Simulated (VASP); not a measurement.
# Hg (C2/m) in VASP: further runs

Runs on Hg. Level: PBE. Tasks: single point.

All numbers are computed with VASP 6.6.1; they aren't measurements. Logs are shortened: lines on timing, memory, paths and dates and some standing lists are left out, and cuts for length are marked.

## Step 1: The cell of the first run

The structure is monoclinic, space group C2/m (No. 12). Conventional cell: a = 4.468 Å, b = 4.092 Å, c = 3.060 Å, α = 90.00°, β = 96.54°, γ = 90.00°. Within 4.0 Å of Hg (site symmetry 2/m) lie 6 Hg at 3.03 to 3.06 Å.

## Step 2: Single point, PBE

Contents of INCAR:

```
PREC = Accurate
ENCUT = 500
EDIFF = 1E-6
ISMEAR = -5
SIGMA = 0.1
LREAL = F
LASPH = T
NELM = 120
ALGO = Normal
ISIF = 2
LWAVE = F
LCHARG = F
GGA = PE
NBANDS = 12
GGA_COMPAT = F
```

Contents of KPOINTS:

```
regular mesh
0
Gamma
  4 4 4
```

Contents of POSCAR:

```
Hg
1.0
    2.2339762741     -2.0458582601      0.0000000000
    2.2339762741      2.0458582601      0.0000000000
   -0.3487351701      0.0000000000      3.0398006871
Hg
1
Direct
    0.5000000000      0.5000000000      0.5000000000
```

Potentials or basis: VASP PAW PBE potentials, release 64 (Hg).

Run with:

```sh
> cat potpaw_PBE.64/Hg/POTCAR > POTCAR
> mpirun -np 1 vasp_std > vasp.out
```

OUTCAR:

```text
PREC = Accurate
   ENCUT = 500
   EDIFF = 1E-6
   ISMEAR = -5
   LREAL = F
   LASPH = T
   NELM = 120
   ISIF = 2
   GGA = PE

 ion  position               nearest neighbor table
   1  0.500  0.500  0.500-

  LATTYP: Found a base centered monoclinic cell.
 ALAT       =     4.4679525482
 B/A-ratio  =     0.9157922955
 C/A-ratio  =     0.6848191074
 COS(beta)  =    -0.1139754530

  Lattice vectors:

 A1 = (   2.2339762741,  -2.0458582601,   0.0000000000)
 A2 = (   2.2339762741,   2.0458582601,   0.0000000000)
 A3 = (  -0.3487351701,   0.0000000000,   3.0398006871)

Analysis of symmetry for initial positions (statically):
=====================================================================
 Subroutine PRICEL returns:
 Original cell was already a primitive cell.

 Routine SETGRP: Setting up the symmetry group for a
 base centered monoclinic supercell.

 Subroutine GETGRP returns: Found  4 space group operations
 (whereof  4 operations were pure point group operations)
 out of a pool of  4 trial point group operations.

The static configuration has the point symmetry C_2h.

Analysis of symmetry for dynamics (positions and initial velocities):
=====================================================================
 Subroutine PRICEL returns:
 Original cell was already a primitive cell.

 Routine SETGRP: Setting up the symmetry group for a
 base centered monoclinic supercell.

 Subroutine GETGRP returns: Found  4 space group operations
 (whereof  4 operations were pure point group operations)
 out of a pool of  4 trial point group operations.

The dynamic configuration has the point symmetry C_2h.

 Subroutine INISYM returns: Found  4 space group operations
 (whereof  4 operations are pure point group operations),
 and found     1 'primitive' translations

----------------------------------------------------------------------------------------

                                     Primitive cell

  volume of cell :      27.7862

  direct lattice vectors                    reciprocal lattice vectors
     2.233976274 -2.045858260  0.000000000     0.223816164 -0.244396208  0.025676870
     2.233976274  2.045858260  0.000000000     0.223816164  0.244396208  0.025676870
    -0.348735170  0.000000000  3.039800687     0.000000000  0.000000000  0.328968937

  length of vectors
     3.029222015  3.029222015  3.059739276     0.332389054  0.332389054  0.328968937

  position of ions in fractional coordinates (direct lattice)
     0.500000000  0.500000000  0.500000000

  ion indices of the primitive-cell ions
   primitive index   ion index
                 1           1

----------------------------------------------------------------------------------------

 KPOINTS: regular mesh

Automatic generation of k-mesh.
 Grid dimensions read from file:
 generate k-points for:    4    4    4

 Generating k-lattice:

  Cartesian coordinates                     Fractional coordinates (reciprocal lattice)
     0.055954041 -0.061099052  0.006419218     0.250000000 -0.000000000  0.000000000
     0.055954041  0.061099052  0.006419218    -0.000000000  0.250000000  0.000000000
     0.000000000  0.000000000  0.082242234     0.000000000  0.000000000  0.250000000

  Length of vectors
     0.083097263  0.083097263  0.082242234

  Shift w.r.t. Gamma in fractional coordinates (k-lattice)
     0.000000000  0.000000000  0.000000000

 TETIRR: Found     96 inequivalent tetrahedra from      384

 Subroutine IBZKPT returns following result:
 ===========================================

 Found     24 irreducible k-points:

 Following reciprocal coordinates:
            Coordinates               Weight
  0.000000  0.000000  0.000000      1.000000
  0.250000  0.000000  0.000000      4.000000
  0.500000  0.000000  0.000000      2.000000
  0.250000  0.250000  0.000000      2.000000
  0.500000  0.250000  0.000000      4.000000
 -0.250000  0.250000  0.000000      2.000000
[... 16 lines left out ...]
 -0.250000  0.250000  0.500000      2.000000
  0.500000  0.500000  0.500000      1.000000
   k-points           NKPTS =     24   k-points in BZ     NKDIM =     24   number of bands    NBANDS=     12
   number of dos      NEDOS =    301   number of ions     NIONS =      1
   total plane-waves  NPLWV =  13824
   dimension x,y,z NGX =    24 NGY =   24 NGZ =   24
   dimension x,y,z NGXF=    48 NGYF=   48 NGZF=   48
   ions per type =               1
   NGX,Y,Z   is equivalent  to a cutoff of  13.17, 13.17, 13.04 a.u.
   NGXF,Y,Z  is equivalent  to a cutoff of  26.34, 26.34, 26.08 a.u.
 SYSTEM =  unknown system
   PREC   = accura    normal or accurate (medium, high low for compatibility)
   ISTART =      0    job   : 0-new  1-cont  2-samecut
   ICHARG =      2    charge: 1-file 2-atom 10-const
   ISPIN  =      1    spin polarized calculation?
   LNONCOLLINEAR =      F non collinear calculations
   LSORBIT =      F    spin-orbit coupling
   LASPH  =      T    aspherical Exc in radial PAW
   ENCUT  =  500.0 eV  36.75 Ry    6.06 a.u.   5.52  5.52  5.58*2*pi/ulx,y,z
   NELM   =    120;   NELMIN=  2; NELMDL= -5     # of ELM steps
   EDIFF  = 0.1E-05   stopping-criterion for ELM
   LREAL  =      F    real-space projection
   EDIFFG = 0.1E-04   stopping-criterion for IOM
   NSW    =      0    number of steps for IOM
   IBRION =     -1    ionic relax: 0-MD 1-quasi-New 2-CG
   NFREE  =      0    steps in history (QN), initial steepest desc. (CG)
   ISIF   =      2    stress and relaxation
   ISYM   =      2    0-nonsym 1-usesym 2-fastsym
   POTIM  = 0.5000    time-step for ionic-motion
   TEBEG  =    0.0;   TEEND  =   0.0 temperature during run
   PSTRESS=    0.0 pullay stress
   NELECT =      12.0000    total number of electrons
   NUPDOWN=      -1.0000    fix difference up-down
   EMIN   =  10.00;   EMAX   =-10.00  energy-range for DOS
   EFERMI =   0.00;   METHOD = LEGACY
   ISMEAR =    -5;   SIGMA  =   0.10  broadening in eV -4-tet -1-fermi 0-gaus
   EFERMI_NEDOS =   21; number of points for ismear=-14 and -15
   IALGO  =     38    algorithm
   IMIX   =      4    mixing-type and parameters
     AMIX     =   0.40;   BMIX     =  1.00
     AMIX_MAG =   1.60;   BMIX_MAG =  1.00
  volume/ion in A,a.u.               =      27.79       187.51
  Fermi-wavevector in a.u.,A,eV,Ry     =   1.237444  2.338430 20.834157  1.531267
  Thomas-Fermi vector in A             =   2.372011
   LORBIT       =      0    0 simple, 1 ext, 2 COOP (PROOUT), +10 PAW based schemes
   GGA     = PE    functional components
   LHFCALC =     F    Hartree Fock is set to
   AEXX    =    0.0000 exact exchange contribution
   IVDW    =     0    specifies the selected vdW correction
   LEPSILON=     F    determine dielectric tensor
   LRPA    =     F    only Hartree local field effects (RPA)
 non-spin polarized calculation
 Fermi weights with tetrahedron method with Bloechl corrections
  energy-cutoff  :      500.00
  volume of cell :       27.79
 maximum number of plane-waves:       719
 NGX is ok and might be reduce to    24
   NGX = 11   NGY = 11   NGZ = 11

 number of electron      12.0000004 magnetization

 Free energy of the ion-electron system (eV)
  ---------------------------------------------------
  ext. energy  EPLUGINS =         0.00000000
  ---------------------------------------------------
  free energy    TOTEN  =        -0.09585874 eV

  energy without entropy =       -0.09585874  energy(sigma->0) =       -0.09585874

 E-fermi :   2.0390     XC(G=0):  -9.8207

 val. band max:        2.8461604412   @ k =   0.5000   0.5000   0.2500
 cond. band min:       1.6284024405   @ k =   0.5000   0.0000   0.2500
 fundamental gap:     -1.2177580007
 Fermi energy:         2.0389843701

 k-point     1 :       0.0000    0.0000    0.0000
  band No.  band energies     occupation
      1      -6.3669      2.00000
      2      -5.9527      2.00000
      3      -5.9164      2.00000
      4      -4.0568      2.00000
      5      -4.0421      2.00000
      6      -3.9923      2.00000
      7      11.5055      0.00000
      8      11.8249      0.00000
      9      11.9347      0.00000
     10      15.1942      0.00000
     11      16.8757      0.00000
     12      17.0872      0.00000

 k-point     2 :       0.2500    0.0000    0.0000
  band No.  band energies     occupation
      1      -5.8999      2.00000
      2      -5.8285      2.00000
      3      -4.6728      2.00000
      4      -4.3626      2.00000
      5      -4.2978      2.00000
      6      -4.0106      2.00000
      7       5.9015     -0.09311
      8      12.8586      0.00000
      9      13.1980      0.00000
     10      16.3017      0.00000
     11      16.7443      0.00000
     12      21.6686      0.00000

 k-point     3 :       0.5000    0.0000    0.0000
  band No.  band energies     occupation
      1      -5.7826      2.00000
      2      -5.6556      2.00000
      3      -4.6450      2.00000
      4      -4.5401      2.00000
      5      -3.9871      2.00000
      6      -0.9152      2.00000
      7       0.2145      1.20876
      8      14.4429      0.00000
      9      14.7215      0.00000
     10      17.0147      0.00000
     11      17.7480      0.00000
     12      18.8462      0.00000
[... 286 lines left out ...]
 k-point    23 :      -0.2500    0.2500    0.5000
  band No.  band energies     occupation
      1      -5.2310      2.00000
      2      -5.0811      2.00000
      3      -4.8494      2.00000
      4      -4.7041      2.00000
      5      -4.1743      2.00000
      6       0.3941      2.04017
      7       3.0877     -0.02230
      8       9.4048      0.00000
      9       9.7175      0.00000
     10      12.4702      0.00000
     11      13.9450      0.00000
     12      21.3060      0.00000

 k-point    24 :       0.5000    0.5000    0.5000
  band No.  band energies     occupation
      1      -5.5999      2.00000
      2      -5.4349      2.00000
      3      -5.4029      2.00000
      4      -3.4335      2.00000
      5      -3.3876      2.00000
      6       5.0714     -0.11553
      7       5.7709      0.00000
      8       7.2045      0.00000
      9       7.2049      0.00000
     10      10.7722      0.00000
     11      12.2170      0.00000
     12      13.4959      0.00000

------------------------ aborting loop because EDIFF is reached ----------------------------------------

  FORCE on cell =-STRESS in cart. coord.  units (eV):
  Direction    XX          YY          ZZ          XY          YZ          ZX
  --------------------------------------------------------------------------------------
  -------------------------------------------------------------------------------------
  Total        1.7939291      1.1902632      1.0734124      0.0000000      0.0000000     -0.3095488
  in kB      103.4395589     68.6316415     61.8939180      0.0000000      0.0000000    -17.8488591
  external PRESSURE =      77.9883728 kB  Pullay stress =       0.0000000 kB

 VOLUME and BASIS-vectors are now :
 -----------------------------------------------------------------------------
  energy-cutoff  :      500.00
  volume of cell :       27.79
      direct lattice vectors                 reciprocal lattice vectors
     2.233976274 -2.045858260  0.000000000     0.223816164 -0.244396208  0.025676870
     2.233976274  2.045858260  0.000000000     0.223816164  0.244396208  0.025676870
    -0.348735170  0.000000000  3.039800687     0.000000000  0.000000000  0.328968937

 POSITION                                       TOTAL-FORCE (eV/Angst)
 -----------------------------------------------------------------------------------
      2.05961      0.00000      1.51990         0.000000      0.000000      0.000000
 -----------------------------------------------------------------------------------
    total drift:                               -0.000000     -0.000000     -0.000000

  FREE ENERGIE OF THE ION-ELECTRON SYSTEM (eV)
  ---------------------------------------------------
  free  energy   TOTEN  =        -0.0958587403 eV

  energy  without entropy=       -0.0958587403  energy(sigma->0) =       -0.09585874
```

It took 7.4 s on 1 thread of Intel Xeon Platinum 8175M at 2.50GHz (Skylake/Cascade Lake), shared host; peak memory 0.14 GiB.

Results:

```yaml
Free_energy: -0.0959 eV
Pressure: 7.8 GPa
Band_gap_on_the_k_mesh: zero (band 6 reaches 5.07 eV, above the bottom of band 7 at 0.18 eV)
```

Stress tensor (GPa, compression positive):
```
10.34  0.00 -1.78
 0.00  6.86  0.00
-1.78  0.00  6.19
```

Caveat: the k points lie up to 0.52 Å⁻¹ apart; spin-orbit coupling is left out, which moves the levels of the heavy elements; tetrahedron occupations give inexact forces and stress in metals.

(Continued in part 2 of 2.)
